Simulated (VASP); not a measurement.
KNb3O:

```
CELL_PARAMETERS angstrom
4.31935 0.00000 0.00000
0.00000 4.31935 0.00000
0.00000 0.00000 4.31935
ATOMIC_POSITIONS crystal
K 0.00000 0.00000 0.00000
Nb 0.50000 0.50000 0.00000
Nb 0.50000 0.00000 0.50000
Nb 0.00000 0.50000 0.50000
O 0.50000 0.50000 0.50000
```

The cell was built from a structure type or drawn by symmetry, and may not be a known phase.

* Program: VASP 6.6.1
* Task: relaxation of cell and atoms
* Functional: PBE
* Potentials or basis: VASP PAW PBE potentials, release 64 (K_sv, Nb_sv, O)
* Cutoff: 600 eV
* k mesh: 4 × 4 × 4
* Occupations: gaussian, width 0.1 eV
* Spin: no spin polarisation

At the start: pressure 10.5 GPa; volume 16.12 Å³/atom.

Task: Where does the relaxation end?

Result: Over 3 steps the energy falls by 39.0 meV/atom and the volume is 17.40 Å³/atom (+7.9 %); space group Pm-3m (No. 221, to 0.1 Å) before and after.

Step by step:
| step | energy change (eV) | largest force (eV/Å) | pressure (GPa) | volume (Å³) |
| --- | --- | --- | --- | --- |
| 1 | 0.0000 | 0.0000 | 10.55 | 80.59 |
| 2 | -0.0300 | 0.0000 | -7.35 | 93.60 |
| 3 | -0.1952 | 0.0000 | -0.05 | 86.99 |

Final structure:
```yaml
crystal:
  lattice:
    - [4.43081, 0.00000, 0.00000]
    - [0.00000, 4.43081, 0.00000]
    - [0.00000, 0.00000, 4.43081]
  atoms:
    - { symbol: K, position: [0.00000, 0.00000, 0.00000] }
    - { symbol: Nb, position: [0.50000, 0.50000, 0.00000] }
    - { symbol: Nb, position: [0.50000, 0.00000, 0.50000] }
    - { symbol: Nb, position: [0.00000, 0.50000, 0.50000] }
    - { symbol: O, position: [0.50000, 0.50000, 0.50000] }
```

Caveat: the k points lie up to 0.35 Å⁻¹ apart in the final cell, too coarse for converged energies and pressures of a metal.
